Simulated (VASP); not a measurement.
A run of VASP 6.6.1 is set up as follows.

Contents of POSCAR:

```
P
1.0
    1.7323621630      1.0001797612      3.1251434349
   -1.7323621630      1.0001797612      3.1251434349
    0.0000000000     -2.0003595223      3.1251434349
P
2
Direct
    0.7729275647      0.7729275647      0.7729275647
    0.2270724353      0.2270724353      0.2270724353
```

File INCAR.step1:

```
SYSTEM = P
PREC = Accurate ; ENCUT = 520
ISMEAR = -1 ; SIGMA = 0.05
LREAL = .False. ; LASPH = .True.
NELM = 80 ; NBANDS = 12
GGA = PE ; ALGO = Normal
EDIFF = 1E-4 ; LWAVE = .True.
LCHARG = .False.
```

Contents of INCAR.step2:

```
SYSTEM = P
PREC = Accurate ; ENCUT = 520
EDIFF = 1E-7 ; ISMEAR = -1
SIGMA = 0.05 ; LREAL = .False.
LASPH = .True. ; NELM = 80
ALGO = Normal ; ISIF = 2
LWAVE = .False. ; LCHARG = .True.
METAGGA = R2SCAN ; LMIXTAU = .True.
LELF = .True. ; LVHAR = .True.
NBANDS = 12 ; ISTART = 1
```

The input KPOINTS:

```
Automatic mesh
0
Gamma
  9 9 9
  0 0 0
```

Potentials or basis: VASP PAW PBE potentials, release 64 (P).

The run is started by

```bash
$ cat potpaw_PBE.64/P/POTCAR > POTCAR
$ cp INCAR.step1 INCAR
$ mpirun -np 1 vasp_std > vasp.out
$ cp INCAR.step2 INCAR
$ mpirun -np 1 vasp_std > vasp.out
```

(1) What does it give for the band gap on the k mesh?

(2) Estimate the pressure.

(3) What does it give for the largest force?

Answers

(1) zero (band 5 reaches 9.53 eV, above the bottom of band 6 at 8.81 eV).

(2) -0.5 GPa.

(3) 0.075 eV/Å.

Caveat: the PAW data sets were made with another functional, which shifts forces and pressure a little.
